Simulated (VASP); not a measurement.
A run of VASP 6.6.1:

Contents of INCAR:

```
PREC     = Accurate       # precision mode
ENCUT    = 520            # plane-wave cutoff, eV
EDIFF    = 1E-7           # SCF threshold, eV
ISMEAR   = -1             # smearing method
SIGMA    = 0.05           # smearing width, eV
LREAL    = False          # projectors in reciprocal space
LASPH    = True           # aspherical terms in the spheres
NELM     = 150            # most SCF steps
ALGO     = Fast           # electronic algorithm
ISIF     = 2              # what is computed and relaxed
LWAVE    = False          # write WAVECAR
LCHARG   = False          # write CHGCAR
ISPIN    = 2              # spin polarisation
MAGMOM   = 4 4            # initial moments
LORBIT   = 11             # projections on sites
LMAXMIX  = 4              # l up to which the mixer works
GGA      = RP             # functional
NBANDS   = 24             # bands
```

File KPOINTS:

```
regular mesh
0
Gamma
  12 12 7
```

The input POSCAR:

```
Mn
1.0
    2.4836457705      0.0000000000      0.0000000000
   -1.2418228853      2.1509003313      0.0000000000
    0.0000000000      0.0000000000      4.0261950000
Mn
2
Direct
    0.3333333333      0.6666666667      0.2500000000
    0.6666666667      0.3333333333      0.7500000000
```

Potentials or basis: VASP PAW PBE potentials, release 64 (Mn_pv).

The run is started by

```bash
$ cat potpaw_PBE.64/Mn_pv/POTCAR > POTCAR
$ mpirun -np 1 vasp_std > vasp.out
```

Hardware: 1 thread of Intel(R) Xeon(R) Platinum 8259CL CPU @ 2.50GHz (Skylake/Cascade Lake) (shared host).

Problem. How long does it take, and how much memory?

Solution. Run time: 87 s on 1 thread of Intel(R) Xeon(R) Platinum 8259CL CPU @ 2.50GHz (Skylake/Cascade Lake), on a shared host, peak memory 0.17 GiB. Counts: scf iterations 16, k points 76.
